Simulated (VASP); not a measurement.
# BeS (F-43m) in VASP: single point with LDA

Aim: the single point of BeS with LDA.

All numbers are computed with VASP 6.6.1; they aren't measurements. Logs are shortened: lines on timing, memory, paths and dates and some standing lists are left out, and cuts for length are marked.

### 1 The cell of the first run

The structure is cubic, space group F-43m (No. 216). The conventional cell has a = 4.850 Å, b = 4.850 Å, c = 4.850 Å, α = 90.00°, β = 90.00°, γ = 90.00°. Be (site symmetry -43m) has 4 S at 2.10 Å within 2.8 Å. S (site symmetry -43m) has 4 Be at 2.10 Å within 2.8 Å.

### 2 Single point, LDA

Input file INCAR:

```
  PREC = Accurate
  ENCUT = 600
  EDIFF = 1E-6
  ISMEAR = 0
  SIGMA = 0.1
  LREAL = F
  LASPH = T
  NELM = 120
  ALGO = Normal
  ISIF = 2
  LWAVE = F
  LCHARG = T
  LELF = T
  LVHAR = T
  NBANDS = 11
  GGA_COMPAT = F
```

Input file KPOINTS:

```
regular mesh
0
Gamma
  6 6 6
```

Input file POSCAR:

```
BeS
1.0
    0.0000000000      2.4250000000      2.4250000000
    2.4250000000      0.0000000000      2.4250000000
    2.4250000000      2.4250000000      0.0000000000
Be S
1 1
Direct
    0.0000000000      0.0000000000      0.0000000000
    0.2500000000      0.2500000000      0.2500000000
```

Potentials or basis: VASP PAW LDA potentials, release 64 (Be, S).

On the command line:

```console
> cat potpaw_LDA.64/Be/POTCAR potpaw_LDA.64/S/POTCAR > POTCAR
> mpirun -np 1 vasp_std > vasp.out
```

OUTCAR:

```text
PREC = Accurate
   ENCUT = 600
   EDIFF = 1E-6
   ISMEAR = 0
   LREAL = F
   LASPH = T
   NELM = 120
   ISIF = 2

 ion  position               nearest neighbor table
   1  0.000  0.000  0.000-   2 2.10   2 2.10   2 2.10   2 2.10
   2  0.250  0.250  0.250-   1 2.10   1 2.10   1 2.10   1 2.10

  LATTYP: Found a face centered cubic cell.
 ALAT       =     4.8500000000

  Lattice vectors:

 A1 = (   0.0000000000,   2.4250000000,   2.4250000000)
 A2 = (   2.4250000000,   0.0000000000,   2.4250000000)
 A3 = (   2.4250000000,   2.4250000000,   0.0000000000)

Analysis of symmetry for initial positions (statically):
=====================================================================
 Subroutine PRICEL returns:
 Original cell was already a primitive cell.

 Routine SETGRP: Setting up the symmetry group for a
 face centered cubic supercell.

 Subroutine GETGRP returns: Found 24 space group operations
 (whereof 24 operations were pure point group operations)
 out of a pool of 48 trial point group operations.

The static configuration has the point symmetry T_d .

Analysis of symmetry for dynamics (positions and initial velocities):
=====================================================================
 Subroutine PRICEL returns:
 Original cell was already a primitive cell.

 Routine SETGRP: Setting up the symmetry group for a
 face centered cubic supercell.

 Subroutine GETGRP returns: Found 24 space group operations
 (whereof 24 operations were pure point group operations)
 out of a pool of 48 trial point group operations.

The dynamic configuration has the point symmetry T_d .

 Subroutine INISYM returns: Found 24 space group operations
 (whereof 24 operations are pure point group operations),
 and found     1 'primitive' translations

----------------------------------------------------------------------------------------

                                     Primitive cell

  volume of cell :      28.5210

  direct lattice vectors                    reciprocal lattice vectors
     0.000000000  2.425000000  2.425000000    -0.206185567  0.206185567  0.206185567
     2.425000000  0.000000000  2.425000000     0.206185567 -0.206185567  0.206185567
     2.425000000  2.425000000  0.000000000     0.206185567  0.206185567 -0.206185567

  length of vectors
     3.429467889  3.429467889  3.429467889     0.357123878  0.357123878  0.357123878

  position of ions in fractional coordinates (direct lattice)
     0.000000000  0.000000000  0.000000000
     0.250000000  0.250000000  0.250000000

  ion indices of the primitive-cell ions
   primitive index   ion index
                 1           1
                 2           2

----------------------------------------------------------------------------------------

 KPOINTS: regular mesh

Automatic generation of k-mesh.
 Grid dimensions read from file:
 generate k-points for:    6    6    6

 Generating k-lattice:

  Cartesian coordinates                     Fractional coordinates (reciprocal lattice)
    -0.034364261  0.034364261  0.034364261     0.166666667  0.000000000  0.000000000
     0.034364261 -0.034364261  0.034364261     0.000000000  0.166666667  0.000000000
     0.034364261  0.034364261 -0.034364261     0.000000000  0.000000000  0.166666667

  Length of vectors
     0.059520646  0.059520646  0.059520646

  Shift w.r.t. Gamma in fractional coordinates (k-lattice)
     0.000000000  0.000000000  0.000000000

 Subroutine IBZKPT returns following result:
 ===========================================

 Found     16 irreducible k-points:

 Following reciprocal coordinates:
            Coordinates               Weight
  0.000000  0.000000  0.000000      1.000000
  0.166667  0.000000  0.000000      8.000000
  0.333333  0.000000  0.000000      8.000000
  0.500000  0.000000  0.000000      4.000000
  0.166667  0.166667  0.000000      6.000000
  0.333333  0.166667  0.000000     24.000000
[... 8 lines left out ...]
 -0.333333  0.333333  0.166667     24.000000
 -0.333333  0.500000  0.166667     12.000000
   k-points           NKPTS =     16   k-points in BZ     NKDIM =     16   number of bands    NBANDS=     11
   number of dos      NEDOS =    301   number of ions     NIONS =      2
   total plane-waves  NPLWV =  21952
   dimension x,y,z NGX =    28 NGY =   28 NGZ =   28
   dimension x,y,z NGXF=    56 NGYF=   56 NGZF=   56
   ions per type =               1   1
   NGX,Y,Z   is equivalent  to a cutoff of  13.57, 13.57, 13.57 a.u.
   NGXF,Y,Z  is equivalent  to a cutoff of  27.15, 27.15, 27.15 a.u.
 SYSTEM =  unknown system
   PREC   = accura    normal or accurate (medium, high low for compatibility)
   ISTART =      0    job   : 0-new  1-cont  2-samecut
   ICHARG =      2    charge: 1-file 2-atom 10-const
   ISPIN  =      1    spin polarized calculation?
   LNONCOLLINEAR =      F non collinear calculations
   LSORBIT =      F    spin-orbit coupling
   LASPH  =      T    aspherical Exc in radial PAW
   ENCUT  =  600.0 eV  44.10 Ry    6.64 a.u.   6.85  6.85  6.85*2*pi/ulx,y,z
   NELM   =    120;   NELMIN=  2; NELMDL= -5     # of ELM steps
   EDIFF  = 0.1E-05   stopping-criterion for ELM
   LREAL  =      F    real-space projection
   EDIFFG = 0.1E-04   stopping-criterion for IOM
   NSW    =      0    number of steps for IOM
   IBRION =     -1    ionic relax: 0-MD 1-quasi-New 2-CG
   NFREE  =      0    steps in history (QN), initial steepest desc. (CG)
   ISIF   =      2    stress and relaxation
   ISYM   =      2    0-nonsym 1-usesym 2-fastsym
   POTIM  = 0.5000    time-step for ionic-motion
   TEBEG  =    0.0;   TEEND  =   0.0 temperature during run
   PSTRESS=    0.0 pullay stress
   NELECT =       8.0000    total number of electrons
   NUPDOWN=      -1.0000    fix difference up-down
   EMIN   =  10.00;   EMAX   =-10.00  energy-range for DOS
   EFERMI =   0.00;   METHOD = LEGACY
   ISMEAR =     0;   SIGMA  =   0.10  broadening in eV -4-tet -1-fermi 0-gaus
   EFERMI_NEDOS =   21; number of points for ismear=-14 and -15
   IALGO  =     38    algorithm
   IMIX   =      4    mixing-type and parameters
     AMIX     =   0.40;   BMIX     =  1.00
     AMIX_MAG =   1.60;   BMIX_MAG =  1.00
  volume/ion in A,a.u.               =      14.26        96.23
  Fermi-wavevector in a.u.,A,eV,Ry     =   1.071642  2.025110 15.625158  1.148417
  Thomas-Fermi vector in A             =   2.207388
   LORBIT       =      0    0 simple, 1 ext, 2 COOP (PROOUT), +10 PAW based schemes
   GGA     = CA    functional components
   LHFCALC =     F    Hartree Fock is set to
   AEXX    =    0.0000 exact exchange contribution
   IVDW    =     0    specifies the selected vdW correction
   LEPSILON=     F    determine dielectric tensor
   LRPA    =     F    only Hartree local field effects (RPA)
 non-spin polarized calculation
 Gauss-broadening in eV      SIGMA  =   0.10
  energy-cutoff  :      600.00
  volume of cell :       28.52
 maximum number of plane-waves:       962
   NGX = 13   NGY = 13   NGZ = 13

 number of electron       7.9999999 magnetization

 Free energy of the ion-electron system (eV)
  ---------------------------------------------------
  ext. energy  EPLUGINS =         0.00000000
  ---------------------------------------------------
  free energy    TOTEN  =       -11.13050758 eV

  energy without entropy =      -11.13050758  energy(sigma->0) =      -11.13050758

 E-fermi :   4.5209     XC(G=0):  -9.9887

 val. band max:        4.0306765411   @ k =   0.0000   0.0000   0.0000
 cond. band min:       6.9337370131   @ k =   0.5000   0.5000   0.0000
 fundamental gap:      2.9030604721
 Fermi energy:         4.5209105008

 k-point     1 :       0.0000    0.0000    0.0000
  band No.  band energies     occupation
      1      -9.6250      2.00000
      2       4.0307      2.00000
      3       4.0307      2.00000
      4       4.0307      2.00000
      5       9.5727      0.00000
      6       9.5727      0.00000
      7       9.5727      0.00000
      8       9.7056      0.00000
      9      16.8421      0.00000
     10      16.8421      0.00000
     11      18.6315      0.00000

 k-point     2 :       0.1667    0.0000    0.0000
  band No.  band energies     occupation
      1      -9.3120      2.00000
      2       2.1155      2.00000
      3       3.6987      2.00000
      4       3.6987      2.00000
      5       9.4602      0.00000
      6      10.1416      0.00000
      7      10.1416      0.00000
      8      11.7447      0.00000
      9      15.8624      0.00000
     10      15.8624      0.00000
     11      18.2687      0.00000

 k-point     3 :       0.3333    0.0000    0.0000
  band No.  band energies     occupation
      1      -8.5280      2.00000
      2      -0.5750      2.00000
      3       3.1902      2.00000
      4       3.1902      2.00000
      5       9.4168      0.00000
      6      10.5661      0.00000
      7      10.5661      0.00000
      8      14.1998      0.00000
      9      16.5841      0.00000
     10      16.5841      0.00000
     11      18.0094      0.00000

 k-point     4 :       0.5000    0.0000    0.0000
  band No.  band energies     occupation
      1      -7.9936      2.00000
      2      -1.8143      2.00000
      3       2.9842      2.00000
      4       2.9842      2.00000
      5       9.3889      0.00000
      6      10.4664      0.00000
      7      10.4664      0.00000
      8      14.9455      0.00000
      9      18.9169      0.00000
     10      18.9169      0.00000
     11      18.9244      0.00000

 k-point     5 :       0.1667    0.1667    0.0000
  band No.  band energies     occupation
      1      -9.2079      2.00000
      2       2.4825      2.00000
      3       3.0830      2.00000
      4       3.0830      2.00000
      5       8.8590      0.00000
      6      11.1565      0.00000
      7      11.1565      0.00000
      8      11.1603      0.00000
      9      14.2989      0.00000
     10      17.4387      0.00000
     11      19.6725      0.00000
[... 99 lines left out ...]
 k-point    13 :       0.5000    0.5000    0.0000
  band No.  band energies     occupation
      1      -7.4471      2.00000
      2      -1.0107      2.00000
      3       1.3565      2.00000
      4       1.3565      2.00000
      5       6.9337      0.00000
      6       8.8317      0.00000
      7      16.6396      0.00000
      8      16.6396      0.00000
      9      19.3265      0.00000
     10      20.4564      0.00000
     11      20.8472      0.00000

 k-point    14 :       0.5000    0.3333    0.1667
  band No.  band energies     occupation
      1      -7.9489      2.00000
      2      -0.3901      2.00000
      3       1.0066      2.00000
      4       2.0896      2.00000
      5       9.6307      0.00000
      6      10.8926      0.00000
      7      11.7672      0.00000
      8      14.1903      0.00000
      9      16.5240      0.00000
     10      18.4589      0.00000
     11      20.5650      0.00000

 k-point    15 :      -0.3333    0.3333    0.1667
  band No.  band energies     occupation
      1      -7.5594      2.00000
      2      -0.8783      2.00000
      3       0.5573      2.00000
      4       1.6038      2.00000
      5      10.0481      0.00000
      6      10.9204      0.00000
      7      13.4181      0.00000
      8      14.1304      0.00000
      9      15.1098      0.00000
     10      19.3911      0.00000
     11      20.2004      0.00000

 k-point    16 :      -0.3333    0.5000    0.1667
  band No.  band energies     occupation
      1      -7.4036      2.00000
      2      -0.5866      2.00000
      3       0.5720      2.00000
      4       0.7791      2.00000
      5       9.0028      0.00000
      6      10.5789      0.00000
      7      13.8891      0.00000
      8      14.4180      0.00000
      9      18.2714      0.00000
     10      18.4024      0.00000
     11      20.9439      0.00000

------------------------ aborting loop because EDIFF is reached ----------------------------------------

  FORCE on cell =-STRESS in cart. coord.  units (eV):
  Direction    XX          YY          ZZ          XY          YZ          ZX
  --------------------------------------------------------------------------------------
  -------------------------------------------------------------------------------------
  Total       -0.5514094     -0.5514094     -0.5514094      0.0000000      0.0000000     -0.0000000
  in kB      -30.9755869    -30.9755869    -30.9755869      0.0000000      0.0000000     -0.0000000
  external PRESSURE =     -30.9755869 kB  Pullay stress =       0.0000000 kB

 VOLUME and BASIS-vectors are now :
 -----------------------------------------------------------------------------
  energy-cutoff  :      600.00
  volume of cell :       28.52
      direct lattice vectors                 reciprocal lattice vectors
     0.000000000  2.425000000  2.425000000    -0.206185567  0.206185567  0.206185567
     2.425000000  0.000000000  2.425000000     0.206185567 -0.206185567  0.206185567
     2.425000000  2.425000000  0.000000000     0.206185567  0.206185567 -0.206185567

 POSITION                                       TOTAL-FORCE (eV/Angst)
 -----------------------------------------------------------------------------------
      0.00000      0.00000      0.00000        -0.000000     -0.000000     -0.000000
      1.21250      1.21250      1.21250         0.000000      0.000000      0.000000
 -----------------------------------------------------------------------------------
    total drift:                               -0.000000     -0.000000      0.000000

  FREE ENERGIE OF THE ION-ELECTRON SYSTEM (eV)
  ---------------------------------------------------
  free  energy   TOTEN  =       -11.1305075787 eV

  energy  without entropy=      -11.1305075787  energy(sigma->0) =      -11.13050758
```

It took 10 s on 1 thread of AMD EPYC 7R13, shared host; peak memory 0.1 GiB.

Results:

| Quantity | Value |
| --- | --- |
| Free energy | -11.1305 eV |
| Pressure | -3.1 GPa |
| Band gap on the k mesh | 2.90 eV, indirect (least direct gap 5.54 eV) |

A k mesh can miss the band edges. LDA gaps usually lie below the measured ones, often by a third to a half.
